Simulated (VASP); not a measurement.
# MgI2 (P-3m1) in VASP: notebook

MgI2 is run at these levels: LDA; tasks: single point.

Everything below comes from runs of VASP 6.6.1. Logs are shortened: lines on timing, memory, paths and dates and some standing lists are left out, and cuts for length are marked.

## Step 1: The cell of the first run

Symmetry: P-3m1, No. 164, trigonal system. The conventional cell has a = 4.183 Å, b = 4.183 Å, c = 6.862 Å, α = 90.00°, β = 90.00°, γ = 120.00°. Within 3.8 Å of Mg (site symmetry -3m) lie 6 I at 2.90 Å. Within 3.8 Å of I (site symmetry 3m) lie 3 Mg at 2.90 Å.

## Step 2: Single point, LDA

File INCAR:

```
PREC = Accurate
ENCUT = 520
EDIFF = 1E-7
ISMEAR = 0
SIGMA = 0.05
LREAL = False
LASPH = True
NELM = 80
ALGO = Normal
ISIF = 2
LWAVE = False
LCHARG = False
GGA = CA
NBANDS = 15
```

File KPOINTS:

```
Automatic mesh
0
Gamma
  6 6 4
```

File POSCAR:

```
MgI2
1.0
    4.1834320243      0.0000000000      0.0000000000
   -2.0917160121      3.6229584080      0.0000000000
    0.0000000000      0.0000000000      6.8623682698
Mg I
1 2
Direct
    0.0000000000      0.0000000000      0.0000000000
    0.3333333333      0.6666666667      0.7672995888
    0.6666666667      0.3333333333      0.2327004112
```

Potentials or basis: VASP PAW LDA potentials, release 64 (Mg, I).

Command:

```console
cat potpaw_LDA.64/Mg/POTCAR potpaw_LDA.64/I/POTCAR > POTCAR
mpirun -np 1 vasp_std > vasp.out
```

OUTCAR:

```text
PREC = Accurate
   ENCUT = 520
   EDIFF = 1E-7
   ISMEAR = 0
   LREAL = False
   LASPH = True
   NELM = 80
   ISIF = 2
   GGA = CA

 ion  position               nearest neighbor table
   1  0.000  0.000  0.000-   2 2.90   3 2.90   2 2.90   3 2.90   3 2.90   2 2.90
   2  0.333  0.667  0.767-   1 2.90   1 2.90   1 2.90
   3  0.667  0.333  0.233-   1 2.90   1 2.90   1 2.90

  LATTYP: Found a hexagonal cell.
 ALAT       =     4.1834320243
 C/A-ratio  =     1.6403680590

  Lattice vectors:

 A1 = (   4.1834320243,   0.0000000000,   0.0000000000)
 A2 = (  -2.0917160121,   3.6229584080,   0.0000000000)
 A3 = (   0.0000000000,   0.0000000000,   6.8623682698)

Analysis of symmetry for initial positions (statically):
=====================================================================
 Subroutine PRICEL returns:
 Original cell was already a primitive cell.

 Routine SETGRP: Setting up the symmetry group for a
 hexagonal supercell.

 Subroutine GETGRP returns: Found 12 space group operations
 (whereof 12 operations were pure point group operations)
 out of a pool of 24 trial point group operations.

The static configuration has the point symmetry D_3d.

Analysis of symmetry for dynamics (positions and initial velocities):
=====================================================================
 Subroutine PRICEL returns:
 Original cell was already a primitive cell.

 Routine SETGRP: Setting up the symmetry group for a
 hexagonal supercell.

 Subroutine GETGRP returns: Found 12 space group operations
 (whereof 12 operations were pure point group operations)
 out of a pool of 24 trial point group operations.

The dynamic configuration has the point symmetry D_3d.

 Subroutine INISYM returns: Found 12 space group operations
 (whereof 12 operations are pure point group operations),
 and found     1 'primitive' translations

----------------------------------------------------------------------------------------

                                     Primitive cell

  volume of cell :     104.0088

  direct lattice vectors                    reciprocal lattice vectors
     4.183432024  0.000000000  0.000000000     0.239038185  0.138008761  0.000000000
    -2.091716012  3.622958408  0.000000000     0.000000000  0.276017521  0.000000000
     0.000000000  0.000000000  6.862368270     0.000000000  0.000000000  0.145722287

  length of vectors
[... 92 lines left out ...]
   TEBEG  =    0.0;   TEEND  =   0.0 temperature during run
   PSTRESS=    0.0 pullay stress
   NELECT =      16.0000    total number of electrons
   NUPDOWN=      -1.0000    fix difference up-down
   EMIN   =  10.00;   EMAX   =-10.00  energy-range for DOS
   EFERMI =   0.00;   METHOD = LEGACY
   ISMEAR =     0;   SIGMA  =   0.05  broadening in eV -4-tet -1-fermi 0-gaus
   EFERMI_NEDOS =   21; number of points for ismear=-14 and -15
   IALGO  =     38    algorithm
   IMIX   =      4    mixing-type and parameters
     AMIX     =   0.40;   BMIX     =  1.00
     AMIX_MAG =   1.60;   BMIX_MAG =  1.00
  volume/ion in A,a.u.               =      34.67       233.96
  Fermi-wavevector in a.u.,A,eV,Ry     =   0.877186  1.657640 10.469064  0.769454
  Thomas-Fermi vector in A             =   1.997099
   LORBIT       =      0    0 simple, 1 ext, 2 COOP (PROOUT), +10 PAW based schemes
   GGA     = CA    functional components
   LHFCALC =     F    Hartree Fock is set to
   AEXX    =    0.0000 exact exchange contribution
   IVDW    =     0    specifies the selected vdW correction
   LEPSILON=     F    determine dielectric tensor
   LRPA    =     F    only Hartree local field effects (RPA)
 non-spin polarized calculation
 Gauss-broadening in eV      SIGMA  =   0.05
  energy-cutoff  :      520.00
  volume of cell :      104.01
 maximum number of plane-waves:      2820
 NGX is ok and might be reduce to    32
   NGX = 15   NGY = 15   NGZ = 25

 number of electron      16.0000001 magnetization

 Free energy of the ion-electron system (eV)
  ---------------------------------------------------
  ext. energy  EPLUGINS =         0.00000000
  ---------------------------------------------------
  free energy    TOTEN  =        -9.05479822 eV

  energy without entropy =       -9.05479822  energy(sigma->0) =       -9.05479822

 E-fermi :   2.2897     XC(G=0):  -8.4615

 val. band max:        2.0798148550   @ k =   0.0000   0.0000   0.0000
 cond. band min:       5.3957627569   @ k =   0.5000   0.0000   0.2500
 fundamental gap:      3.3159479019
 Fermi energy:         2.2896577942

 k-point     1 :       0.0000    0.0000    0.0000
  band No.  band energies     occupation
      1     -10.1555      2.00000
      2      -9.3839      2.00000
      3      -1.4726      2.00000
      4       1.4283      2.00000
      5       1.4283      2.00000
      6       1.8440      2.00000
      7       1.8440      2.00000
      8       2.0798      2.00000
      9       5.4872      0.00000
     10       6.5055      0.00000
     11       8.4522      0.00000
     12       8.4522      0.00000
     13       9.4050      0.00000
     14       9.9821      0.00000
[... 401 lines left out ...]
      2      -9.2635      2.00000
      3      -1.3318      2.00000
      4      -0.8348      2.00000
      5      -0.8348      2.00000
      6      -0.1707      2.00000
      7       1.5050      2.00000
      8       1.5050      2.00000
      9       6.8557      0.00000
     10       7.8674      0.00000
     11       7.8674      0.00000
     12       9.3090      0.00000
     13      10.1141      0.00000
     14      10.2462      0.00000
     15      10.5048      0.00000

------------------------ aborting loop because EDIFF is reached ----------------------------------------

  FORCE on cell =-STRESS in cart. coord.  units (eV):
  Direction    XX          YY          ZZ          XY          YZ          ZX
  --------------------------------------------------------------------------------------
  -------------------------------------------------------------------------------------
  Total       -0.8660831     -0.8660831      0.0018176     -0.0000000      0.0000000      0.0000000
  in kB      -13.3413594    -13.3413594      0.0279982     -0.0000000      0.0000000      0.0000000
  external PRESSURE =      -8.8849068 kB  Pullay stress =       0.0000000 kB

 VOLUME and BASIS-vectors are now :
 -----------------------------------------------------------------------------
  energy-cutoff  :      520.00
  volume of cell :      104.01
      direct lattice vectors                 reciprocal lattice vectors
     4.183432024  0.000000000  0.000000000     0.239038185  0.138008761  0.000000000
    -2.091716012  3.622958408  0.000000000     0.000000000  0.276017521  0.000000000
     0.000000000  0.000000000  6.862368270     0.000000000  0.000000000  0.145722287

 POSITION                                       TOTAL-FORCE (eV/Angst)
 -----------------------------------------------------------------------------------
      0.00000      0.00000      0.00000         0.000000      0.000000      0.000000
     -0.00000      2.41531      5.26549         0.000000     -0.000000     -0.146662
      2.09172      1.20765      1.59688        -0.000000      0.000000      0.146662
 -----------------------------------------------------------------------------------
    total drift:                               -0.000000      0.000000     -0.000000

  FREE ENERGIE OF THE ION-ELECTRON SYSTEM (eV)
  ---------------------------------------------------
  free  energy   TOTEN  =        -9.0547982216 eV

  energy  without entropy=       -9.0547982216  energy(sigma->0) =       -9.05479822
```

OSZICAR:

```text
N       E                     dE             d eps       ncg     rms          rms(c)
DAV:   1     0.740119028054E+02    0.74012E+02   -0.57095E+03   720   0.832E+02
DAV:   2    -0.307684544371E+01   -0.77089E+02   -0.70072E+02  1046   0.132E+02
DAV:   3    -0.910950395034E+01   -0.60327E+01   -0.60077E+01   909   0.414E+01
DAV:   4    -0.922779360705E+01   -0.11829E+00   -0.11827E+00  1049   0.689E+00
DAV:   5    -0.922897513430E+01   -0.11815E-02   -0.11815E-02   916   0.667E-01    0.410E+00
DAV:   6    -0.909298646594E+01    0.13599E+00   -0.10380E-01   860   0.160E+00    0.270E+00
DAV:   7    -0.905770905972E+01    0.35277E-01   -0.10176E-01   860   0.153E+00    0.580E-01
DAV:   8    -0.905485224567E+01    0.28568E-02   -0.89884E-03   846   0.507E-01    0.231E-01
DAV:   9    -0.905481687003E+01    0.35376E-04   -0.73763E-04   979   0.149E-01    0.111E-01
DAV:  10    -0.905479889331E+01    0.17977E-04   -0.46247E-05   930   0.420E-02    0.368E-02
DAV:  11    -0.905479854122E+01    0.35209E-06   -0.34231E-06   931   0.114E-02    0.240E-02
DAV:  12    -0.905479823971E+01    0.30151E-06   -0.38096E-07   944   0.414E-03    0.759E-03
DAV:  13    -0.905479822165E+01    0.18059E-07   -0.26025E-08   563   0.975E-04
   1 F= -.90547982E+01 E0= -.90547982E+01  d E =-.439069E-11
```

Run time: 18 s. Hardware: 1 thread of Intel Xeon Platinum 8488C (Sapphire Rapids), shared host; peak memory 0.2 GiB.

Results:

```
Free energy            : -9.0548 eV
Pressure               : -0.9 GPa
Largest force          : 0.147 eV/Å
Band gap on the k mesh : 3.32 eV, indirect (least direct gap 3.41 eV)
```

Forces on the atoms (eV/Å):
```
Mg   0.000  0.000  0.000
I    0.000  0.000 -0.147
I    0.000  0.000  0.147
```

Levels at points of the mesh, in eV from the valence-band top:
| k point | band 4 | band 5 | band 6 | band 7 | band 8 | band 9 | band 10 | band 11 | band 12 | band 13 |
| --- | --- | --- | --- | --- | --- | --- | --- | --- | --- | --- |
| (0.00, 0.00, 0.00) | -0.65 | -0.65 | -0.24 | -0.24 | 0.00 | 3.41 | 4.43 | 6.37 | 6.37 | 7.33 |
| (0.50, 0.00, 0.00) | -2.97 | -1.84 | -1.60 | -0.91 | -0.57 | 3.37 | 5.14 | 5.48 | 6.89 | 8.16 |
| (0.00, 0.00, 0.50) | -1.36 | -0.57 | -0.57 | -0.32 | -0.32 | 4.29 | 4.52 | 6.21 | 6.21 | 7.59 |
| (0.50, 0.00, 0.50) | -3.30 | -1.46 | -1.18 | -0.81 | -0.77 | 3.36 | 5.07 | 5.60 | 6.01 | 7.64 |

Caveat: spin-orbit coupling is left out, which moves the levels of the heavy elements.

## Step 3: Single point, LDA

This run uses another cell than the first one, of 29.53 Å³/atom, 0.852 times its volume.

File INCAR:

```
SYSTEM = MgI2
ALGO = Normal
EDIFF = 1E-7
ENCUT = 520
ISIF = 2
ISMEAR = 0
LASPH = .True.
LCHARG = .False.
LREAL = .False.
LWAVE = .False.
NBANDS = 15
NELM = 60
PREC = Accurate
SIGMA = 0.05
```

File KPOINTS:

```
k-points
0
Gamma
  6 6 4
  0 0 0
```

File POSCAR:

```
MgI2
1.0
    3.9657052472      0.0000000000      0.0000000000
   -1.9828526236      3.4344014880      0.0000000000
    0.0000000000      0.0000000000      6.5052162191
Mg I
1 2
Direct
    0.0000000000      0.0000000000      0.0000000000
    0.3333333333      0.6666666667      0.7448732377
    0.6666666667      0.3333333333      0.2551267623
```

Potentials or basis: VASP PAW LDA potentials, release 64 (Mg, I).

Command:

```console
cat potpaw_LDA.64/Mg/POTCAR potpaw_LDA.64/I/POTCAR > POTCAR
mpirun -np 1 vasp_std > vasp.out
```

Wall time 27 s (1 thread of Intel Xeon Platinum 8259CL at 2.50GHz (Skylake/Cascade Lake), shared host); peak memory 0.18 GiB.

The run converged. Its results:

| Item | Value |
| --- | --- |
| Free energy | -9.0482 eV |
| Pressure | 2.4 GPa |
| Largest force | 0.099 eV/Å |
| Band gap on the k mesh | 3.32 eV, indirect (least direct gap 3.89 eV) |

Forces on the atoms (eV/Å):
```
Mg   0.000  0.000  0.000
I    0.000  0.000 -0.099
I    0.000  0.000  0.099
```

Stress tensor (GPa, compression positive):
```
2.66 0.00 0.00
0.00 2.66 0.00
0.00 0.00 1.98
```

Levels at points of the mesh, in eV from the valence-band top:
```csv
k point,band 4,band 5,band 6,band 7,band 8,band 9,band 10,band 11,band 12,band 13
"(0.00, 0.00, 0.00)",-0.56,-0.56,-0.05,-0.05,0.00,3.89,4.64,6.76,6.76,7.17
"(0.50, 0.00, 0.00)",-3.41,-2.59,-1.71,-1.40,-0.57,3.48,4.94,5.10,6.70,8.08
"(0.00, 0.00, 0.50)",-2.24,-0.37,-0.37,-0.25,-0.25,4.84,5.00,6.48,6.48,7.60
"(0.50, 0.00, 0.50)",-4.06,-1.39,-1.38,-1.18,-1.03,3.39,4.71,5.19,5.58,7.90
```

Caveat: spin-orbit coupling is left out, which moves the levels of the heavy elements.

(Continued in part 2 of 2.)
